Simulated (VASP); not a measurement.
# Pt (I4_1/amd) in VASP: relaxation of cell and atoms with LDA

Aim: the relaxation of cell and atoms of Pt with LDA.

All numbers are computed with VASP 6.6.1; they aren't measurements. Logs are shortened: lines on timing, memory, paths and dates and some standing lists are left out, and cuts for length are marked.

**1. The cell of the first run**

It takes space group I4_1/amd (No. 141, tetragonal). Conventional cell: a = 4.879 Å, b = 4.879 Å, c = 2.664 Å, α = 90.00°, β = 90.00°, γ = 90.00°. Within 3.3 Å of Pt (site symmetry -4m2) lie 10 Pt at 2.53 to 3.15 Å.

**2. Relaxation of cell and atoms, LDA**

The input, INCAR:

```
ALGO     = Normal         # electronic algorithm
EDIFF    = 1E-7           # SCF threshold, eV
EDIFFG   = -0.01          # ionic threshold
ENCUT    = 600            # plane-wave cutoff, eV
GGA      = CA             # functional
IBRION   = 2              # ionic algorithm
ISIF     = 3              # what is computed and relaxed
ISMEAR   = -1             # smearing method
ISYM     = 0            
LASPH    = True           # aspherical terms in the spheres
LCHARG   = False          # write CHGCAR
LREAL    = False          # projectors in reciprocal space
LWAVE    = False          # write WAVECAR
NELM     = 60             # most SCF steps
NSW      = 80             # ionic steps
PREC     = Accurate       # precision mode
SIGMA    = 0.1            # smearing width, eV
```

The input, KPOINTS:

```
k-points
0
Gamma
  13 13 9
```

The input, POSCAR:

```
Pt
1.0
   -2.4392984224      2.4392984224      1.3318569387
    2.4392984224     -2.4392984224      1.3318569387
    2.4392984224      2.4392984224     -1.3318569387
Pt
2
Direct
    0.0000000000      0.0000000000      0.0000000000
    0.7500000000      0.2500000000      0.5000000000
```

Potentials or basis: VASP PAW LDA potentials, release 64 (Pt).

On the command line:

```console
> cat potpaw_LDA.64/Pt/POTCAR > POTCAR
> mpirun -np 1 vasp_std > vasp.out
```

OUTCAR:

```text
EDIFF = 1E-7
   EDIFFG = -0.01
   ENCUT = 600
   GGA = CA
   IBRION = 2
   ISIF = 3
   ISMEAR = -1
   ISYM = 0
   LASPH = True
   LREAL = False
   NELM = 60
   NSW = 80
   PREC = Accurate

 ion  position               nearest neighbor table
   1  0.000  0.000  0.000-   2 2.53   2 2.53   2 2.53   2 2.53   2 3.15   2 3.15   2 3.15   2 3.15

   2  0.750  0.250  0.500-   1 2.53   1 2.53   1 2.53   1 2.53   1 3.15   1 3.15   1 3.15   1 3.15

IMPORTANT INFORMATION: All symmetrisations will be switched off!
NOSYMM: (Re-)initialisation of all symmetry stuff for point group C_1.

----------------------------------------------------------------------------------------

                                     Primitive cell

  volume of cell :      31.6991

  direct lattice vectors                    reciprocal lattice vectors
    -2.439298422  2.439298422  1.331856939     0.000000000  0.204976970  0.375415696
     2.439298422 -2.439298422  1.331856939     0.204976970  0.000000000  0.375415696
     2.439298422  2.439298422 -1.331856939     0.204976970  0.204976970  0.000000000

  length of vectors
     3.697863774  3.697863774  3.697863774     0.427729474  0.427729474  0.289881211

  position of ions in fractional coordinates (direct lattice)
     0.000000000  0.000000000  0.000000000
     0.750000000  0.250000000  0.500000000

  ion indices of the primitive-cell ions
   primitive index   ion index
                 1           1
                 2           2

----------------------------------------------------------------------------------------

 KPOINTS: k-points

Automatic generation of k-mesh.
 Grid dimensions read from file:
 generate k-points for:   13   13    9

 Generating k-lattice:

  Cartesian coordinates                     Fractional coordinates (reciprocal lattice)
     0.000000000  0.015767459  0.028878130     0.076923077  0.000000000  0.000000000
     0.015767459  0.000000000  0.028878130     0.000000000  0.076923077  0.000000000
     0.022775219  0.022775219  0.000000000     0.000000000  0.000000000  0.111111111

  Length of vectors
     0.032902267  0.032902267  0.032209023

  Shift w.r.t. Gamma in fractional coordinates (k-lattice)
     0.000000000  0.000000000  0.000000000

 -----------------------------------------------------------------------------
|                                                                             |
|           W    W    AA    RRRRR   N    N  II  N    N   GGGG   !!!           |
|           W    W   A  A   R    R  NN   N  II  NN   N  G    G  !!!           |
|           W    W  A    A  R    R  N N  N  II  N N  N  G       !!!           |
|           W WW W  AAAAAA  RRRRR   N  N N  II  N  N N  G  GGG   !            |
|           WW  WW  A    A  R   R   N   NN  II  N   NN  G    G                |
|           W    W  A    A  R    R  N    N  II  N    N   GGGG   !!!           |
|                                                                             |
|     Your reciprocal lattice and k-lattice belong to different lattice       |
|     classes:                                                                |
|                                                                             |
|        The reciprocal lattice is body-centered tetragonal,                  |
|        whereas your k-lattice is base-centered monoclinic.                  |
|                                                                             |
|     Results are often still useful ...                                      |
|                                                                             |
 -----------------------------------------------------------------------------

 WARNING: IBZKPT: internal override: KBLOWUP is changed to .FALSE.
      ... skipping the blow-up phase ...

 Subroutine IBZKPT returns following result:
 ===========================================

 Found    761 irreducible k-points:

 Following reciprocal coordinates:
            Coordinates               Weight
  0.000000  0.000000  0.000000      1.000000
  0.076923  0.000000  0.000000      2.000000
  0.153846  0.000000  0.000000      2.000000
  0.230769  0.000000  0.000000      2.000000
  0.307692  0.000000  0.000000      2.000000
  0.384615 -0.000000  0.000000      2.000000
[... 16 lines left out ...]
  0.153846  0.153846  0.000000      2.000000
  0.230769  0.153846  0.000000      2.000000
 [... further k-points ...]
   k-points           NKPTS =    761   k-points in BZ     NKDIM =    761   number of bands    NBANDS=     14
   number of dos      NEDOS =    301   number of ions     NIONS =      2
   total plane-waves  NPLWV =  27000
   dimension x,y,z NGX =    30 NGY =   30 NGZ =   30
   dimension x,y,z NGXF=    60 NGYF=   60 NGZF=   60
   ions per type =               2
   NGX,Y,Z   is equivalent  to a cutoff of  13.49, 13.49, 13.49 a.u.
   NGXF,Y,Z  is equivalent  to a cutoff of  26.97, 26.97, 26.97 a.u.
 SYSTEM =  unknown system
   PREC   = accura    normal or accurate (medium, high low for compatibility)
   ISTART =      0    job   : 0-new  1-cont  2-samecut
   ICHARG =      2    charge: 1-file 2-atom 10-const
   ISPIN  =      1    spin polarized calculation?
   LNONCOLLINEAR =      F non collinear calculations
   LSORBIT =      F    spin-orbit coupling
   LASPH  =      T    aspherical Exc in radial PAW
   ENCUT  =  600.0 eV  44.10 Ry    6.64 a.u.   7.39  7.39  7.39*2*pi/ulx,y,z
   NELM   =     60;   NELMIN=  2; NELMDL= -5     # of ELM steps
   EDIFF  = 0.1E-06   stopping-criterion for ELM
   LREAL  =      F    real-space projection
   EDIFFG = -.1E-01   stopping-criterion for IOM
   NSW    =     80    number of steps for IOM
   IBRION =      2    ionic relax: 0-MD 1-quasi-New 2-CG
   NFREE  =      1    steps in history (QN), initial steepest desc. (CG)
   ISIF   =      3    stress and relaxation
   ISYM   =      0    0-nonsym 1-usesym 2-fastsym
   POTIM  = 0.5000    time-step for ionic-motion
   TEBEG  =    0.0;   TEEND  =   0.0 temperature during run
   PSTRESS=    0.0 pullay stress
   NELECT =      20.0000    total number of electrons
   NUPDOWN=      -1.0000    fix difference up-down
   EMIN   =  10.00;   EMAX   =-10.00  energy-range for DOS
   EFERMI =   0.00;   METHOD = LEGACY
   ISMEAR =    -1;   SIGMA  =   0.10  broadening in eV -4-tet -1-fermi 0-gaus
   EFERMI_NEDOS =   21; number of points for ismear=-14 and -15
   IALGO  =     38    algorithm
   IMIX   =      4    mixing-type and parameters
     AMIX     =   0.40;   BMIX     =  1.00
     AMIX_MAG =   1.60;   BMIX_MAG =  1.00
  volume/ion in A,a.u.               =      15.85       106.96
  Fermi-wavevector in a.u.,A,eV,Ry     =   1.404114  2.653391 26.824375  1.971536
  Thomas-Fermi vector in A             =   2.526708
   LORBIT       =      0    0 simple, 1 ext, 2 COOP (PROOUT), +10 PAW based schemes
   GGA     = CA    functional components
   LHFCALC =     F    Hartree Fock is set to
   AEXX    =    0.0000 exact exchange contribution
   IVDW    =     0    specifies the selected vdW correction
   LEPSILON=     F    determine dielectric tensor
   LRPA    =     F    only Hartree local field effects (RPA)
 conjugate gradient relaxation of ions
 non-spin polarized calculation
  energy-cutoff  :      600.00
  volume of cell :       31.70
 maximum number of plane-waves:      1081
 NGX is ok and might be reduce to    30
   NGX = 15   NGY = 15   NGZ = 15

--------------------------------------- Ionic step        1  -------------------------------------------

 number of electron      19.9999999 magnetization

 Free energy of the ion-electron system (eV)
  ---------------------------------------------------
  ext. energy  EPLUGINS =         0.00000000
  ---------------------------------------------------
  free energy    TOTEN  =       -14.30561402 eV

  energy without entropy =      -14.23303676  energy(sigma->0) =      -14.26932539

 E-fermi :  10.2894     XC(G=0): -13.3165

 val. band max:       10.2887466040   @ k =  -0.1538   0.2308   0.1111
 cond. band min:      10.2895811938   @ k =   0.1538   0.3846   0.0000
 fundamental gap:      0.0008345898
 Fermi energy:        10.2894052551

 k-point     1 :       0.0000    0.0000    0.0000
  band No.  band energies     occupation
      1       0.5687      2.00000
      2       3.4815      2.00000
      3       4.0850      2.00000
      4       4.7240      2.00000
      5       5.3718      2.00000
      6       8.6807      2.00000
      7       8.6807      2.00000
      8       8.7487      2.00000
      9       8.7487      2.00000
     10      10.7264      0.02499
     11      11.8567      0.00000
     12      15.3972      0.00000
     13      15.3972      0.00000
     14      22.1690      0.00000

 k-point     2 :       0.0769    0.0000    0.0000
  band No.  band energies     occupation
      1       0.7894      2.00000
      2       3.5871      2.00000
      3       4.1203      2.00000
      4       4.9705      2.00000
      5       5.5034      2.00000
      6       8.0587      2.00000
      7       8.1087      2.00000
      8       8.9232      2.00000
      9       8.9478      2.00000
     10      10.6682      0.04426
[... 544 lines left out ...]
 POSITION                                       TOTAL-FORCE (eV/Angst)
 -----------------------------------------------------------------------------------
      4.94345      0.00047      0.00081        -0.002306      0.002306      0.000000
      0.00036      2.47182      0.66179         0.002306     -0.002306     -0.000000
 -----------------------------------------------------------------------------------
    total drift:                               -0.000000      0.000000     -0.000000

  FREE ENERGIE OF THE ION-ELECTRON SYSTEM (eV)
  ---------------------------------------------------
  free  energy   TOTEN  =       -14.3234158950 eV

  energy  without entropy=      -14.2473578989  energy(sigma->0) =      -14.28538690

--------------------------------------- Ionic step        6  -------------------------------------------

 number of electron      19.9999997 magnetization

 Free energy of the ion-electron system (eV)
  ---------------------------------------------------
  ext. energy  EPLUGINS =         0.00000000
  ---------------------------------------------------
  free energy    TOTEN  =       -14.32405836 eV

  energy without entropy =      -14.24807983  energy(sigma->0) =      -14.28606909

 E-fermi :   9.8829     XC(G=0): -13.1943

 val. band max:        9.8826727397   @ k =   0.0769  -0.2308   0.1111
 cond. band min:       9.8834804236   @ k =   0.4615   0.0000   0.4444
 fundamental gap:      0.0008076838
 Fermi energy:         9.8828800712

 k-point     1 :       0.0000    0.0000    0.0000
  band No.  band energies     occupation
      1       0.3967      2.00000
      2       3.3548      2.00000
      3       3.9042      2.00000
      4       4.3769      2.00000
      5       5.0168      2.00000
      6       8.4424      2.00000
      7       8.4424      2.00000
      8       8.5022      2.00000
      9       8.5022      2.00000
     10      10.2675      0.04181
     11      11.3761      0.00000
     12      14.8544      0.00000
     13      14.8576      0.00000
     14      21.2499      0.00000

 k-point     2 :       0.0769    0.0000    0.0000
  band No.  band energies     occupation
      1       0.6177      2.00000
      2       3.4588      2.00000
      3       3.9361      2.00000
      4       4.6331      2.00000
      5       5.1549      2.00000
      6       7.8294      2.00000
      7       7.8740      2.00000
      8       8.6457      1.99999
      9       8.6735      1.99999
     10      10.2138      0.07051
[... 400 lines left out ...]
 POSITION                                       TOTAL-FORCE (eV/Angst)
 -----------------------------------------------------------------------------------
      4.93849      0.00033      0.00057        -0.001731      0.001731     -0.000000
      0.00025      2.46931      0.66415         0.001731     -0.001731      0.000000
 -----------------------------------------------------------------------------------
    total drift:                               -0.000000      0.000000     -0.000000

  FREE ENERGIE OF THE ION-ELECTRON SYSTEM (eV)
  ---------------------------------------------------
  free  energy   TOTEN  =       -14.3240583560 eV

  energy  without entropy=      -14.2480798258  energy(sigma->0) =      -14.28606909

 reached required accuracy - stopping structural energy minimisation
```

It took 34 min on 1 thread of Oxide Virtual Turin-like, shared host; peak memory 0.44 GiB.

Results:

* Free energy: -14.3241 eV
* Relaxed volume: 16.19 Å³/atom
* Relaxed cell: a = 3.736 Å, b = 3.736 Å, c = 3.736 Å, α = 97.25°, β = 97.25°, γ = 138.36°
* Space group after relaxing (to 0.1 Å): I4_1/amd (No. 141)
* Energy gained by relaxing: 9.2 meV/atom
* Ionic steps: 6
* Pressure after relaxing: 0.0 GPa
* Band gap on the k mesh: zero (bands 10 and 11 overlap by 1.80 eV)

Forces on the atoms (eV/Å):
```
Pt  -0.002  0.002  0.000
Pt   0.002 -0.002  0.000
```

Step by step:
| step | energy change (eV) | largest force (eV/Å) | pressure (GPa) | volume (Å³) |
| --- | --- | --- | --- | --- |
| 1 | 0.0000 | 0.0003 | 5.93 | 31.70 |
| 2 | 0.0783 | 0.0031 | -13.40 | 34.46 |
| 3 | -0.0170 | 0.0012 | -0.76 | 32.49 |
| 4 | -0.0171 | 0.0012 | -0.59 | 32.46 |
| 5 | -0.0178 | 0.0033 | 0.46 | 32.33 |
| 6 | -0.0184 | 0.0024 | 0.02 | 32.38 |

Final structure:
```
Pt
1.0
    -2.46894    2.46925    1.32773
     2.46925   -2.46894    1.32773
     2.46926    2.46926   -1.32717
Pt
2
Direct
  0.00000 0.00000 0.00000
  0.75000 0.25000 0.50000
```

Caveat: spin-orbit coupling is left out, which moves the levels of the heavy elements.
